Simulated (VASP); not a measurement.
# Si2W3 (Pm-3m) in VASP: notebook, part 2 of 2

VASP 6.6.1.

## (3) Single point, PBE

This run uses another cell than the first one, of 17.82 Å³/atom.

Input file INCAR:

```
SYSTEM = Si2W3
PREC = Accurate ; ENCUT = 520
EDIFF = 1E-6 ; ISMEAR = 0
SIGMA = 0.1 ; LREAL = .False.
LASPH = .True. ; NELM = 80
ALGO = Fast ; ISIF = 2
LWAVE = .False. ; LCHARG = .False.
GGA = PE ; NBANDS = 33
```

Input file KPOINTS:

```
regular mesh
0
Gamma
  4 4 4
  0 0 0
```

Input file POSCAR:

```
Si2W3
1.0
    4.4667581908      0.0000000000      0.0000000000
    0.0000000000      4.4667581908      0.0000000000
    0.0000000000      0.0000000000      4.4667581908
Si W
2 3
Direct
    0.5000000000      0.5000000000      0.5000000000
    0.0000000000      0.0000000000      0.0000000000
    0.5000000000      0.0000000000      0.0000000000
    0.0000000000      0.5000000000      0.0000000000
    0.0000000000      0.0000000000      0.5000000000
```

Potentials or basis: VASP PAW PBE potentials, release 64 (Si, W_sv).

Command:

```bash
cat potpaw_PBE.64/Si/POTCAR potpaw_PBE.64/W_sv/POTCAR > POTCAR
mpirun -np 1 vasp_std > vasp.out
```

It took 67 s on 1 thread of Intel Xeon 8259CL, shared host; peak memory 0.21 GiB.

The run converged. Its results:

| Item | Value |
| --- | --- |
| Free energy | -42.2571 eV |
| Pressure | 0.1 GPa |
| Band gap on the k mesh | zero (bands 25 and 26 overlap by 1.34 eV) |

Levels at points of the mesh, in eV from the Fermi level:
```
           k point  band 22  band 23  band 24  band 25  band 26  band 27  band 28  band 29
(0.00, 0.00, 0.00)    -2.02    -0.02    -0.02     0.38     0.38     0.38     0.70     1.47
(0.50, 0.00, 0.00)    -1.48    -0.64    -0.36    -0.06    -0.06     0.05     0.53     0.68
(0.50, 0.50, 0.00)    -1.77    -0.76    -0.76    -0.72     0.34     0.83     0.86     1.43
(0.50, 0.50, 0.50)    -1.10    -1.10    -0.96    -0.96    -0.96     1.01     1.15     1.15
```

Caveat: spin-orbit coupling is left out, which moves the levels of the heavy elements.

## (4) Relaxation of cell and atoms, PBE

Input file INCAR:

```
SYSTEM = Si2W3
  ALGO = Normal
  EDIFF = 1E-6
  EDIFFG = -0.04
  ENCUT = 600
  GGA = PE
  IBRION = 2
  ISIF = 3
  ISMEAR = 0
  LASPH = .TRUE.
  LCHARG = .FALSE.
  LREAL = .FALSE.
  LWAVE = .FALSE.
  NELM = 80
  NSW = 90
  PREC = Accurate
  SIGMA = 0.1
```

Input file KPOINTS:

```
k-points
0
G
  4 4 4
  0 0 0
```

Changes to POSCAR since step 3:

```diff
@@ -2,5 +2,5 @@
 1.0
-    4.4667581908      0.0000000000      0.0000000000
-    0.0000000000      4.4667581908      0.0000000000
-    0.0000000000      0.0000000000      4.4667581908
+    4.3346952200      0.0000000000      0.0000000000
+    0.0000000000      4.3346952200      0.0000000000
+    0.0000000000      0.0000000000      4.3346952200
 Si W
```

Potentials or basis: VASP PAW PBE potentials, release 64 (Si, W_sv).

Command:

```bash
cat potpaw_PBE.64/Si/POTCAR potpaw_PBE.64/W_sv/POTCAR > POTCAR
mpirun -np 1 vasp_std > vasp.out
```

OUTCAR:

```text
SYSTEM = Si2W3
   EDIFF = 1E-6
   EDIFFG = -0.04
   ENCUT = 600
   GGA = PE
   IBRION = 2
   ISIF = 3
   ISMEAR = 0
   LASPH = .TRUE.
   LREAL = .FALSE.
   NELM = 80
   NSW = 90
   PREC = Accurate

 ion  position               nearest neighbor table
   1  0.500  0.500  0.500-   3 3.07   4 3.07   5 3.07   3 3.07   4 3.07   3 3.07   5 3.07   3 3.07
                             4 3.07   5 3.07   4 3.07   5 3.07
   2  0.000  0.000  0.000-   3 2.17   4 2.17   5 2.17   5 2.17   4 2.17   3 2.17
   3  0.500  0.000  0.000-   2 2.17   2 2.17   4 3.07   5 3.07   1 3.07   5 3.07   1 3.07   4 3.07
                             1 3.07   1 3.07   4 3.07   5 3.07   5 3.07   4 3.07
   4  0.000  0.500  0.000-   2 2.17   2 2.17   3 3.07   5 3.07   1 3.07   5 3.07   1 3.07   3 3.07
                             5 3.07   5 3.07   1 3.07   3 3.07   1 3.07   3 3.07
   5  0.000  0.000  0.500-   2 2.17   2 2.17   3 3.07   4 3.07   1 3.07   3 3.07   4 3.07   1 3.07
                             4 3.07   4 3.07   1 3.07   3 3.07   3 3.07   1 3.07
[... 185 lines left out ...]
  Total        9.4540437      9.4540437      9.4540437     -0.0000000     -0.0000000     -0.0000000
  in kB      185.9741094    185.9741094    185.9741094     -0.0000000     -0.0000000     -0.0000000
  external PRESSURE =     185.9741094 kB  Pullay stress =       0.0000000 kB
[... 104 lines left out ...]
--------------------------------------- Ionic step        4  -------------------------------------------

 number of electron      50.0000004 magnetization

 Free energy of the ion-electron system (eV)
  ---------------------------------------------------
  ext. energy  EPLUGINS =         0.00000000
  ---------------------------------------------------
  free energy    TOTEN  =       -42.25614482 eV

  energy without entropy =      -42.23164521  energy(sigma->0) =      -42.24389501

 E-fermi :   8.5607     XC(G=0): -11.7767

 val. band max:        8.5400410255   @ k =   0.0000   0.0000   0.0000
 cond. band min:       8.5772710401   @ k =   0.2500   0.0000   0.0000
 fundamental gap:      0.0372300146
 Fermi energy:         8.5606839644

 k-point     1 :       0.0000    0.0000    0.0000
  band No.  band energies     occupation
      1     -65.4923      2.00000
      2     -65.4645      2.00000
      3     -65.4645      2.00000
      4     -29.8865      2.00000
      5     -29.8865      2.00000
      6     -29.8865      2.00000
[... 351 lines left out ...]
  FREE ENERGIE OF THE ION-ELECTRON SYSTEM (eV)
  ---------------------------------------------------
  free  energy   TOTEN  =       -42.2561448213 eV

  energy  without entropy=      -42.2316452074  energy(sigma->0) =      -42.24389501

 reached required accuracy - stopping structural energy minimisation
```

CONTCAR:

```text
Si2W3
   1.00000000000000
     4.4690294104676953   -0.0000000000000000   -0.0000000000000000
    -0.0000000000000000    4.4690294104676953    0.0000000000000000
    -0.0000000000000000   -0.0000000000000000    4.4690294104676953
  Si              W
     2     3
Direct
     0.5000000000000000    0.5000000000000000    0.5000000000000000
     0.0000000000000000    0.0000000000000000    0.0000000000000000
     0.5000000000000000    0.0000000000000000    0.0000000000000000
     0.0000000000000000    0.5000000000000000    0.0000000000000000
     0.0000000000000000    0.0000000000000000    0.5000000000000000

  0.00000000E+00  0.00000000E+00  0.00000000E+00
  0.00000000E+00  0.00000000E+00  0.00000000E+00
  0.00000000E+00  0.00000000E+00  0.00000000E+00
  0.00000000E+00  0.00000000E+00  0.00000000E+00
  0.00000000E+00  0.00000000E+00  0.00000000E+00
```

Wall time 2.7 min (1 thread of Intel Xeon 8259CL, shared host); peak memory 0.22 GiB.

What came out:

```yaml
Free_energy: -42.2561 eV
Relaxed_volume: 17.85 Å³/atom
Relaxed_cell: a = 4.469 Å, b = 4.469 Å, c = 4.469 Å, α = 90.00°, β = 90.00°, γ = 90.00°
Space_group_after_relaxing_to_0.1_Å: Pm-3m (No. 221)
Energy_gained_by_relaxing: 83.0 meV/atom
Ionic_steps: 4
Pressure_after_relaxing: -0.1 GPa
Band_gap_on_the_k_mesh: zero (bands 25 and 26 overlap by 1.34 eV)
```

Step by step:
```csv
step,energy change (eV),largest force (eV/Å),pressure (GPa),volume (Å³)
1,0.0000,0.0000,18.60,81.45
2,0.7630,0.0000,-19.20,105.83
3,-0.4144,0.0000,-0.73,89.60
4,-0.4152,0.0000,-0.09,89.26
```

Final structure:
```xyz
5
Lattice="4.4690 0.0000 0.0000 0.0000 4.4690 0.0000 0.0000 0.0000 4.4690" Properties=species:S:1:pos:R:3 pbc="T T T"
Si    2.2345    2.2345    2.2345
Si    0.0000    0.0000    0.0000
W     2.2345    0.0000    0.0000
W     0.0000    2.2345    0.0000
W     0.0000    0.0000    2.2345
```

Caveat: the k points lie up to 0.35 Å⁻¹ apart in the final cell, too coarse for converged energies and pressures of a metal; spin-orbit coupling is left out, which moves the levels of the heavy elements.

## (5) The runs side by side

| task | cell | cutoff (eV) | gap on the mesh (eV) | pressure (GPa) |
| --- | --- | --- | --- | --- |
| single point | a = 4.335 Å, 5 atoms | 520 | none | 18.6 |
| single point | a = 4.467 Å, 5 atoms | 520 | none | 0.1 |
| relaxation of cell and atoms | relaxed from a = 4.335 Å, 5 atoms | 600 | none | -0.1 |

Alike in all rows: level PBE; potentials or basis VASP PAW PBE potentials, release 64 (Si, W_sv); no spin polarisation; k mesh 4 × 4 × 4; smearing gaussian 0.1 eV.

Caveats: some runs use coarse meshes; spin-orbit coupling is left out, which moves the levels of the heavy elements.

Total energies depend on the potentials used, so only differences within one code and one set of settings carry meaning.
